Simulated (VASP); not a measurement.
The system is Zn.

```xyz
2
Lattice="3.1028 0.0000 0.0000 0.0000 3.1028 0.0000 0.0000 0.0000 3.2086" Properties=species:S:1:pos:R:3 pbc="T T T"
Zn    1.5514    0.0000    2.8052
Zn    0.0000    1.5514    0.4034
```

* Program: VASP 6.6.1
* Task: relaxation of cell and atoms
* Functional: PBE
* Potentials or basis: VASP PAW PBE potentials, release 64 (Zn)
* Cutoff: 600 eV
* k mesh: 6 × 6 × 6
* Occupations: gaussian, width 0.1 eV
* Spin: no spin polarisation

At the start: pressure 14.7 GPa; volume 15.45 Å³/atom.

Question: Where does the relaxation end?

Answer: Over 22 steps the energy falls by 400.5 meV/atom and the volume is 15.95 Å³/atom (+3.3 %); space group P4/nmm (No. 129, to 0.1 Å) before, I4/mmm (No. 139, to 0.1 Å).

The path:
```csv
step,energy change (eV),largest force (eV/Å),pressure (GPa),volume (Å³)
1,0.0000,1.6081,14.70,30.89
2,-0.3791,0.3992,-3.48,37.61
3,-0.3805,0.4660,-2.62,36.95
4,-0.4485,0.4979,-2.74,35.83
5,-0.5713,0.4773,-0.42,32.44
6,0.1795,0.1397,38.36,25.46
7,-0.5366,0.5597,1.33,32.07
8,-0.6447,0.5579,9.79,28.79
9,-0.6363,0.5938,4.85,30.03
10,-0.6523,0.5786,7.87,29.24
11,-0.6824,0.4952,7.97,29.31
12,-0.6612,0.2619,9.41,29.47
13,-0.6936,0.4143,8.40,29.38
14,-0.7354,0.3479,5.62,30.16
15,-0.7862,0.1853,-0.51,32.56
16,-0.7862,0.1812,-0.75,32.64
17,-0.7882,0.1718,-0.73,32.58
18,-0.7930,0.1431,-0.61,32.40
19,-0.7969,0.0808,-0.21,32.03
20,-0.7994,0.0548,0.17,31.88
21,-0.8003,0.0283,0.60,31.73
22,-0.8009,0.0195,0.29,31.90
```

Final structure:
```yaml
crystal:
  lattice:
    - [3.53849, 0.00000, 0.00000]
    - [0.00000, 3.53849, 0.00000]
    - [0.00000, 0.00000, 2.54790]
  atoms:
    - { symbol: Zn, position: [0.50000, 0.00000, 0.75266] }
    - { symbol: Zn, position: [0.00000, 0.50000, 0.24734] }
```

Caveat: a cell axis changed by over 15 % at a fixed basis, so the end point is rough.
